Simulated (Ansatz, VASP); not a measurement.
Given: the input of a run of VASP 6.6.1 on In.

The input INCAR:

```
  ALGO = Normal
  EDIFF = 1E-6
  ENCUT = 520
  GGA = PE
  ISIF = 2
  ISMEAR = -1
  LASPH = T
  LCHARG = F
  LREAL = F
  LWAVE = F
  NBANDS = 12
  NELM = 100
  PREC = Accurate
  SIGMA = 0.02
```

KPOINTS

```
k-points
0
Gamma
  7 7 7
```

File POSCAR:

```
In
1.0
   -1.8825252400      1.8825252400      1.8825252400
    1.8825252400     -1.8825252400      1.8825252400
    1.8825252400      1.8825252400     -1.8825252400
In
1
Direct
    0.0000000000      0.0000000000      0.0000000000
```

Potentials or basis: VASP PAW PBE potentials, release 64 (In_d).

Command:

```sh
$ cat potpaw_PBE.64/In_d/POTCAR > POTCAR
$ mpirun -np 1 vasp_std > vasp.out
```

Translate it to Ansatz 0.2.0. Potentials there: all-electron LAPW, scalar-relativistic.

As run (the cutoff follows the program's own potentials):

input.yaml

```yaml
crystal:
  lattice:
    - [-1.88252524, 1.88252524, 1.88252524]
    - [1.88252524, -1.88252524, 1.88252524]
    - [1.88252524, 1.88252524, -1.88252524]
  atoms:
    - { symbol: In, position: [0.0, 0.0, 0.0] }
kpoints:
  mp_grid: { grid: [7, 7, 7] }
scf:
  occupations: { method: fermi_dirac, width: 0.02 }
hamiltonian:
  xc: pbe
  pseudopotentials: { kind: all_electron, lapw: { basis_error: 0.003 } }
output:
  forces: true
  stress: true
  eigenvalues: true
```

Potentials or basis: all-electron LAPW, scalar-relativistic.

Launch:

```sh
$ ansatz run input.yaml --threads 1 --pin off --max-ram 2560MiB --backend cpu --events-out ev --progress --plain --runs-dir out
```

Both were run:

|  | VASP | Ansatz | Ansatz less VASP |
| --- | --- | --- | --- |
| gap on the k mesh at the Fermi level (eV) | none | none | - |
| pressure (GPa) | 1.5 | 1.5 | +0.03 |

A gap of «none» marks a metal or a gap that the smearing closes. Ansatz ran all-electron here, and VASP with PAW potentials.

Noted on Ansatz's run: the k mesh is thin for a metal, which can move the energy by tens of meV per atom.
